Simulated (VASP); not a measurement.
Here is a VASP 6.6.1 calculation.

Contents of INCAR:

```
SYSTEM = Si8HO16
PREC = Accurate
ENCUT = 520
EDIFF = 1E-6
ISMEAR = -1
SIGMA = 0.02
LREAL = Auto
LASPH = .True.
NELM = 100
ALGO = Normal
ISIF = 2
LWAVE = .False.
LCHARG = .False.
GGA = PE
IBRION = 2
NSW = 80
EDIFFG = -0.03
NELECT = 128.0
```

KPOINTS

```
regular mesh
0
Gamma
  2 2 3
  0 0 0
```

File POSCAR:

```
Si8HO16
1.0
   -4.1564000000     -4.1564000000      0.0000000000
    4.1564000000     -4.1564000000      0.0000000000
    0.0000000000      0.0000000000      5.3204000000
Si O H
8 16 1
Direct
    0.5000000000      0.5000000000      0.0000000000
    0.0000000000      0.5000000000      0.2500000000
    0.5000000000      0.5000000000      0.5000000000
    0.0000000000      0.5000000000      0.7500000000
    0.0000000000      0.0000000000      0.0000000000
    0.5000000000      0.0000000000      0.2500000000
    0.0000000000      0.0000000000      0.5000000000
    0.5000000000      0.0000000000      0.7500000000
    0.1921000000      0.5000000000      0.0000000000
    0.0000000000      0.1921000000      0.2500000000
    0.8079000000      0.5000000000      0.0000000000
    0.0000000000      0.8079000000      0.2500000000
    0.1921000000      0.5000000000      0.5000000000
    0.0000000000      0.1921000000      0.7500000000
    0.8079000000      0.5000000000      0.5000000000
    0.0000000000      0.8079000000      0.7500000000
    0.6921000000      0.0000000000      0.0000000000
    0.5000000000      0.6921000000      0.2500000000
    0.3079000000      0.0000000000      0.0000000000
    0.5000000000      0.3079000000      0.2500000000
    0.6921000000      0.0000000000      0.5000000000
    0.5000000000      0.6921000000      0.7500000000
    0.3079000000      0.0000000000      0.5000000000
    0.5000000000      0.3079000000      0.7500000000
    0.2716242100      0.1507910100      0.7542161500
```

Potentials or basis: VASP PAW PBE potentials, release 64 (Si, O, H).

Command:

```bash
$ cat potpaw_PBE.64/Si/POTCAR potpaw_PBE.64/O/POTCAR potpaw_PBE.64/H/POTCAR > POTCAR
$ mpirun -np 1 vasp_std > vasp.out
```

Estimate the energy gained by relaxing.

100.0 meV/atom.

Forces on the atoms (eV/Å):
```
Si  -0.008  0.008  0.000
Si   0.012  0.010  0.002
Si  -0.006  0.007  0.000
Si   0.005  0.020  0.001
Si  -0.001 -0.010 -0.003
Si   0.003 -0.023  0.005
Si   0.000 -0.005  0.002
Si  -0.012  0.011 -0.004
O    0.008  0.005  0.001
O    0.011 -0.004  0.001
O   -0.009 -0.007  0.015
O    0.011  0.021 -0.003
O    0.010  0.003  0.002
O   -0.021 -0.018  0.001
O   -0.005 -0.010 -0.012
O    0.013 -0.014  0.002
O   -0.001 -0.005  0.016
O   -0.008 -0.017  0.000
O    0.005  0.005 -0.004
O    0.003  0.008  0.001
O   -0.005  0.000 -0.015
O    0.013  0.012  0.001
O    0.004  0.005 -0.001
O    0.003  0.007 -0.001
H   -0.027 -0.007 -0.007
```

Caveat: the k points lie up to 0.53 Å⁻¹ apart; the cell carries a net charge on a neutralising background, which shifts energy and pressure.
